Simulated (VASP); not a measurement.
Input of a VASP 6.6.1 run:

POSCAR

```
Mg2NCl
1.0
    1.6466125277      0.9506721861      5.9379615109
   -1.6466125277      0.9506721861      5.9379615109
    0.0000000000     -1.9013443722      5.9379615109
Mg N Cl
2 1 1
Direct
    0.2229104120      0.2229104120      0.2229104120
    0.7770895880      0.7770895880      0.7770895880
    0.5000000000      0.5000000000      0.5000000000
    0.0000000000      0.0000000000      0.0000000000
```

File INCAR.step1:

```
PREC = Accurate
ENCUT = 520
ISMEAR = 0
SIGMA = 0.01
LREAL = F
LASPH = T
NELM = 100
NBANDS = 16
GGA = PE
ALGO = Normal
EDIFF = 1E-4
LWAVE = T
LCHARG = F
```

INCAR.step2

```
PREC = Accurate
ENCUT = 520
EDIFF = 1E-6
ISMEAR = 0
SIGMA = 0.01
LREAL = F
LASPH = T
NELM = 100
ALGO = Normal
ISIF = 2
LWAVE = F
LCHARG = F
METAGGA = R2SCAN
LMIXTAU = T
NBANDS = 16
ISTART = 1
```

KPOINTS

```
Automatic mesh
0
Gamma
  6 6 6
```

Potentials or basis: VASP PAW PBE potentials, release 64 (Mg, N, Cl).

The run is started by

```bash
$ cat potpaw_PBE.64/Mg/POTCAR potpaw_PBE.64/N/POTCAR potpaw_PBE.64/Cl/POTCAR > POTCAR
$ cp INCAR.step1 INCAR
$ mpirun -np 1 vasp_std > vasp.out
$ cp INCAR.step2 INCAR
$ mpirun -np 1 vasp_std > vasp.out
```

Predict the largest force.

0.069 eV/Å.

Predict the pressure.

-0.5 GPa.

Predict the band gap on the k mesh.

3.08 eV.

Forces on the atoms (eV/Å):
```
Mg   0.000  0.000 -0.069
Mg   0.000  0.000  0.069
N    0.000  0.000  0.000
Cl   0.000  0.000  0.000
```

Caveat: the PAW data sets were made with another functional, which shifts forces and pressure a little. A k mesh can miss the band edges.
